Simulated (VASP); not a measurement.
# Be5Te2 (P1) in VASP: relaxation of cell and atoms with PBE

Aim: the relaxation of cell and atoms of Be5Te2 with PBE.

Everything below comes from runs of VASP 6.6.1. Logs are shortened: lines on timing, memory, paths and dates and some standing lists are left out, and cuts for length are marked.

## Step 1: The cell of the first run

The typed cell holds 7 atoms: a = 3.860 Å, b = 3.914 Å, c = 9.736 Å, α = 86.91°, β = 91.35°, γ = 120.69°.

## Step 2: Relaxation of cell and atoms, PBE

The input, INCAR:

```
  PREC = Accurate
  ENCUT = 600
  EDIFF = 1E-6
  ISMEAR = 0
  SIGMA = 0.2
  LREAL = F
  LASPH = T
  NELM = 80
  ALGO = Normal
  ISIF = 3
  LWAVE = F
  LCHARG = F
  GGA = PE
  IBRION = 2
  NSW = 80
  EDIFFG = -0.025
```

The input, KPOINTS:

```
Automatic mesh
0
Gamma
  6 6 2
```

The input, POSCAR:

```
Be5Te2
1.0
    3.8600366605     -0.0383938786     -0.0448048584
   -1.9632684045      3.3843183237      0.1044741092
   -0.1136367823      0.2403568537      9.7322678526
Be Te
5 2
Direct
   -0.0049862143      0.9941636562      0.0073686474
    0.6760154083      0.3074518805      0.9956097049
    0.3115193126      0.6815558979     -0.0242527544
    0.7613789476      0.3610968692      0.4516336519
    0.3300554064      0.6886819971      0.5864629393
    0.2769767051      0.6398154211      0.3086328203
    0.6490404342      0.3272342780      0.6745449906
```

Potentials or basis: VASP PAW PBE potentials, release 64 (Be, Te).

Run with:

```bash
> cat potpaw_PBE.64/Be/POTCAR potpaw_PBE.64/Te/POTCAR > POTCAR
> mpirun -np 1 vasp_std > vasp.out
```

OUTCAR:

```text
PREC = Accurate
   ENCUT = 600
   EDIFF = 1E-6
   ISMEAR = 0
   LREAL = F
   LASPH = T
   NELM = 80
   ISIF = 3
   GGA = PE
   IBRION = 2
   NSW = 80
   EDIFFG = -0.025

 ion  position               nearest neighbor table
   1  0.995  0.994  0.007-   2 2.13   3 2.16   2 2.27   3 2.29   3 2.32   2 2.32
   2  0.676  0.307  0.996-   3 2.13   3 2.13   1 2.13   1 2.27   1 2.32
   3  0.312  0.682  0.976-   2 2.13   2 2.13   1 2.16   1 2.29   1 2.32
   4  0.761  0.361  0.452-   6 2.20   7 2.21   5 2.31   6 2.88   6 2.90
   5  0.330  0.689  0.586-   4 2.31   7 2.35   7 2.41   7 2.42   6 2.72
   6  0.277  0.640  0.309-   4 2.20   5 2.72   4 2.88   4 2.90
   7  0.649  0.327  0.675-   4 2.21   5 2.35   5 2.41   5 2.42

  LATTYP: Found a triclinic cell.
 ALAT       =     3.9139427926
 B/A-ratio  =     0.9827997444
 C/A-ratio  =     2.4874912981
 COS(alpha) =     0.0312251086
 COS(beta)  =     0.0538846134
 COS(gamma) =     0.5052016306

  Lattice vectors:

 A1 = (   1.9632684045,  -3.3843183237,  -0.1044741092)
 A2 = (  -1.8967682560,  -3.3459244451,  -0.0596692508)
 A3 = (   0.1136367823,  -0.2403568537,  -9.7322678526)

Analysis of symmetry for initial positions (statically):
=====================================================================
 Subroutine PRICEL returns:
 Original cell was already a primitive cell.

 Routine SETGRP: Setting up the symmetry group for a
 triclinic supercell.

 Subroutine GETGRP returns: Found  1 space group operations
 (whereof  1 operations were pure point group operations)
 out of a pool of  2 trial point group operations.

The static configuration has the point symmetry C_1 .

Analysis of symmetry for dynamics (positions and initial velocities):
=====================================================================
 Subroutine PRICEL returns:
 Original cell was already a primitive cell.

 Routine SETGRP: Setting up the symmetry group for a
 triclinic supercell.

 Subroutine GETGRP returns: Found  1 space group operations
 (whereof  1 operations were pure point group operations)
 out of a pool of  2 trial point group operations.

The dynamic configuration has the point symmetry C_1 .

 Subroutine INISYM returns: Found  1 space group operations
 (whereof  1 operations are pure point group operations),
 and found     1 'primitive' translations

----------------------------------------------------------------------------------------

                                     Primitive cell

  volume of cell :     126.3122

  direct lattice vectors                    reciprocal lattice vectors
     3.860036661 -0.038393879 -0.044804858     0.260560532  0.151174452 -0.000691160
    -1.963268404  3.384318324  0.104474109     0.002872963  0.297372786 -0.007310641
    -0.113636782  0.240356854  9.732267853     0.001168713 -0.002496274  0.102826270

  length of vectors
     3.860487610  3.913942793  9.735898638     0.301240740  0.297476509  0.102863206

  position of ions in fractional coordinates (direct lattice)
     0.995013786  0.994163656  0.007368647
     0.676015408  0.307451880  0.995609705
     0.311519313  0.681555898  0.975747246
     0.761378948  0.361096869  0.451633652
     0.330055406  0.688681997  0.586462939
     0.276976705  0.639815421  0.308632820
     0.649040434  0.327234278  0.674544991

  ion indices of the primitive-cell ions
   primitive index   ion index
                 1           1
                 2           2
                 3           3
                 4           4
                 5           5
                 6           6
                 7           7

----------------------------------------------------------------------------------------

 KPOINTS: Automatic mesh

Automatic generation of k-mesh.
 Grid dimensions read from file:
 generate k-points for:    6    6    2

 Generating k-lattice:

  Cartesian coordinates                     Fractional coordinates (reciprocal lattice)
     0.043426755  0.025195742 -0.000115193     0.166666667  0.000000000  0.000000000
     0.000478827  0.049562131 -0.001218440    -0.000000000  0.166666667 -0.000000000
     0.000584356 -0.001248137  0.051413135     0.000000000  0.000000000  0.500000000

  Length of vectors
     0.050206790  0.049579418  0.051431603

  Shift w.r.t. Gamma in fractional coordinates (k-lattice)
     0.000000000  0.000000000  0.000000000

 Subroutine IBZKPT returns following result:
 ===========================================

 Found     40 irreducible k-points:

 Following reciprocal coordinates:
            Coordinates               Weight
  0.000000  0.000000  0.000000      1.000000
  0.166667  0.000000 -0.000000      2.000000
  0.333333  0.000000 -0.000000      2.000000
  0.500000  0.000000 -0.000000      1.000000
 -0.000000  0.166667  0.000000      2.000000
  0.166667  0.166667  0.000000      2.000000
[... 16 lines left out ...]
  0.333333  0.000000  0.500000      2.000000
  0.500000  0.000000  0.500000      1.000000
 [... further k-points ...]
   k-points           NKPTS =     40   k-points in BZ     NKDIM =     40   number of bands    NBANDS=     15
   number of dos      NEDOS =    301   number of ions     NIONS =      7
   total plane-waves  NPLWV =  81920
   dimension x,y,z NGX =    32 NGY =   32 NGZ =   80
   dimension x,y,z NGXF=    64 NGYF=   64 NGZF=  160
   ions per type =               5   2
   NGX,Y,Z   is equivalent  to a cutoff of  13.78, 13.59, 13.66 a.u.
   NGXF,Y,Z  is equivalent  to a cutoff of  27.56, 27.18, 27.32 a.u.
 SYSTEM =  unknown system
   PREC   = accura    normal or accurate (medium, high low for compatibility)
   ISTART =      0    job   : 0-new  1-cont  2-samecut
   ICHARG =      2    charge: 1-file 2-atom 10-const
   ISPIN  =      1    spin polarized calculation?
   LNONCOLLINEAR =      F non collinear calculations
   LSORBIT =      F    spin-orbit coupling
   LASPH  =      T    aspherical Exc in radial PAW
   ENCUT  =  600.0 eV  44.10 Ry    6.64 a.u.   7.71  7.82 19.45*2*pi/ulx,y,z
   NELM   =     80;   NELMIN=  2; NELMDL= -5     # of ELM steps
   EDIFF  = 0.1E-05   stopping-criterion for ELM
   LREAL  =      F    real-space projection
   EDIFFG = -.3E-01   stopping-criterion for IOM
   NSW    =     80    number of steps for IOM
   IBRION =      2    ionic relax: 0-MD 1-quasi-New 2-CG
   NFREE  =      1    steps in history (QN), initial steepest desc. (CG)
   ISIF   =      3    stress and relaxation
   ISYM   =      2    0-nonsym 1-usesym 2-fastsym
   POTIM  = 0.5000    time-step for ionic-motion
   TEBEG  =    0.0;   TEEND  =   0.0 temperature during run
   PSTRESS=    0.0 pullay stress
   NELECT =      22.0000    total number of electrons
   NUPDOWN=      -1.0000    fix difference up-down
   EMIN   =  10.00;   EMAX   =-10.00  energy-range for DOS
   EFERMI =   0.00;   METHOD = LEGACY
   ISMEAR =     0;   SIGMA  =   0.20  broadening in eV -4-tet -1-fermi 0-gaus
   EFERMI_NEDOS =   21; number of points for ismear=-14 and -15
   IALGO  =     38    algorithm
   IMIX   =      4    mixing-type and parameters
     AMIX     =   0.40;   BMIX     =  1.00
     AMIX_MAG =   1.60;   BMIX_MAG =  1.00
  volume/ion in A,a.u.               =      18.04       121.77
  Fermi-wavevector in a.u.,A,eV,Ry     =   0.914255  1.727691 11.372591  0.835862
  Thomas-Fermi vector in A             =   2.038861
   LORBIT       =      0    0 simple, 1 ext, 2 COOP (PROOUT), +10 PAW based schemes
   GGA     = PE    functional components
   LHFCALC =     F    Hartree Fock is set to
   AEXX    =    0.0000 exact exchange contribution
   IVDW    =     0    specifies the selected vdW correction
   LEPSILON=     F    determine dielectric tensor
   LRPA    =     F    only Hartree local field effects (RPA)
 conjugate gradient relaxation of ions
 non-spin polarized calculation
 Gauss-broadening in eV      SIGMA  =   0.20
  energy-cutoff  :      600.00
  volume of cell :      126.31
 maximum number of plane-waves:      4236
   NGX = 15   NGY = 15   NGZ = 39

--------------------------------------- Ionic step        1  -------------------------------------------

 number of electron      22.0000000 magnetization

 Free energy of the ion-electron system (eV)
  ---------------------------------------------------
  ext. energy  EPLUGINS =         0.00000000
  ---------------------------------------------------
  free energy    TOTEN  =       -22.41530678 eV

  energy without entropy =      -22.37795143  energy(sigma->0) =      -22.39662911

------------------------ aborting loop because EDIFF is reached ----------------------------------------

  FORCE on cell =-STRESS in cart. coord.  units (eV):
  Direction    XX          YY          ZZ          XY          YZ          ZX
  --------------------------------------------------------------------------------------
  -------------------------------------------------------------------------------------
  Total        1.3230317     -0.3740752      3.1970875      1.5928985     -0.8725111     -2.7864532
  in kB       16.7816807     -4.7448676     40.5526937     20.2047412    -11.0671592    -35.3441013
  external PRESSURE =      17.5298356 kB  Pullay stress =       0.0000000 kB
[... 104 lines left out ...]
  FREE ENERGIE OF THE ION-ELECTRON SYSTEM (eV)
  ---------------------------------------------------
  free  energy   TOTEN  =       -23.2905229735 eV

  energy  without entropy=      -23.2616789445  energy(sigma->0) =      -23.27610096

[... ionic steps 4 to 17 ...]

--------------------------------------- Ionic step       18  -------------------------------------------

 number of electron      22.0000000 magnetization

------------------------ aborting loop because EDIFF is reached ----------------------------------------
[... 77 lines left out ...]
--------------------------------------- Ionic step       20  -------------------------------------------

 number of electron      22.0000000 magnetization

 Free energy of the ion-electron system (eV)
  ---------------------------------------------------
  ext. energy  EPLUGINS =         0.00000000
  ---------------------------------------------------
  free energy    TOTEN  =       -23.82487393 eV

  energy without entropy =      -23.80148708  energy(sigma->0) =      -23.81318051

 E-fermi :   5.7808     XC(G=0):  -9.1874

 val. band max:        5.5637102078   @ k =   0.1667   0.1667   0.5000
 cond. band min:       5.8721721482   @ k =   0.3333   0.0000   0.5000
 fundamental gap:      0.3084619404
 Fermi energy:         5.7808333343

 k-point     1 :       0.0000    0.0000    0.0000
  band No.  band energies     occupation
      1      -8.0558      2.00000
      2      -7.2818      2.00000
      3      -1.9746      2.00000
      4       0.4626      2.00000
      5       1.3495      2.00000
      6       3.5061      2.00000
      7       3.5168      2.00000
      8       4.6393      2.00000
      9       4.6564      2.00000
     10       6.7426      0.00000
     11       7.6378      0.00000
     12       7.6481      0.00000
     13       7.6617      0.00000
     14       7.6673      0.00000
[... 401 lines left out ...]
      2      -6.3088      2.00000
      3      -1.2916      2.00000
      4      -0.7770      2.00000
      5       0.8250      2.00000
      6       0.9264      2.00000
      7       1.5925      2.00000
      8       1.8902      2.00000
      9       2.6624      2.00000
     10       3.0894      2.00000
     11       4.5960      2.00000
     12       6.7327      0.00000
     13       7.0413      0.00000
     14       7.2970      0.00000
     15       7.8410      0.00000

 [... further k-points ...]
[... 5 lines left out ...]
  --------------------------------------------------------------------------------------
  -------------------------------------------------------------------------------------
  Total       -0.0213278      0.0140436      0.0488090     -0.0204131     -0.0047069     -0.0277668
  in kB       -0.2789717      0.1836925      0.6384294     -0.2670069     -0.0615674     -0.3631949
  external PRESSURE =       0.1810501 kB  Pullay stress =       0.0000000 kB
[... 22 lines left out ...]
  FREE ENERGIE OF THE ION-ELECTRON SYSTEM (eV)
  ---------------------------------------------------
  free  energy   TOTEN  =       -23.8248739294 eV

  energy  without entropy=      -23.8014870841  energy(sigma->0) =      -23.81318051

 reached required accuracy - stopping structural energy minimisation
```

Wall time 6.3 min (1 thread of Intel Xeon 6975P-C (Granite Rapids), shared host); peak memory 0.34 GiB.

What came out:

```
Free energy                           : -23.8249 eV
Relaxed volume                        : 17.50 Å³/atom
Relaxed cell                          : a = 3.839 Å, b = 3.838 Å, c = 9.600 Å, α = 90.14°, β = 89.67°, γ = 120.01°
Space group after relaxing (to 0.1 Å) : C2/m (No. 12)
Energy gained by relaxing             : 201.4 meV/atom
Ionic steps                           : 20
Pressure after relaxing               : 0.0 GPa
Largest force after relaxing          : 0.020 eV/Å
Band gap on the k mesh                : zero (bands 11 and 12 overlap by 2.08 eV)
```

Forces in eV/Å, atoms in the order of the input:
```
Be   0.002 -0.001  0.013
Be  -0.003  0.004  0.019
Be   0.002  0.001  0.002
Be  -0.003  0.002 -0.007
Be   0.001  0.003  0.008
Te  -0.001 -0.004 -0.020
Te   0.003 -0.005 -0.015
```

The path:
```
step  energy change (eV)  largest force (eV/Å)  pressure (GPa)  volume (Å³)
   1              0.0000                2.8313            1.75       126.31
   2             -0.7872                1.6030           -2.75       129.87
   3             -0.8752                1.4722           -4.27       131.91
   4             -1.2163                0.9650           -0.36       123.29
   5             -1.2174                0.9532           -0.07       122.82
   6             -1.3268                0.4030            0.24       122.24
   7             -1.3404                0.3721            0.51       121.93
   8             -1.3667                0.2809            0.04       123.00
   9             -1.3748                0.2689           -0.37       124.03
  10             -1.3897                0.1470            0.05       123.51
  11             -1.3917                0.1063            0.28       123.24
  12             -1.3973                0.1157           -0.17       123.91
  13             -1.3973                0.1258           -0.22       123.99
  14             -1.4016                0.1039           -0.13       123.61
  15             -1.4048                0.1243            0.03       122.90
  16             -1.4080                0.0565            0.01       122.67
  17             -1.4085                0.0561            0.00       122.55
  18             -1.4092                0.0326            0.01       122.50
  19             -1.4092                0.0381            0.00       122.49
  20             -1.4096                0.0202            0.02       122.49
```

Final structure:
```
Be Te
1.0
     3.83935    0.00185    0.01268
    -1.92141    3.32241   -0.00465
     0.02400    0.00030    9.59993
Be Te
5 2
Direct
  0.99582 0.99413 0.99877
  0.66270 0.32760 0.98885
  0.32936 0.66100 0.00851
  0.67705 0.33534 0.41849
  0.32898 0.67311 0.58326
  0.34564 0.66875 0.31585
  0.66045 0.34008 0.68627
```

Caveat: spin-orbit coupling is left out, which moves the levels of the heavy elements.
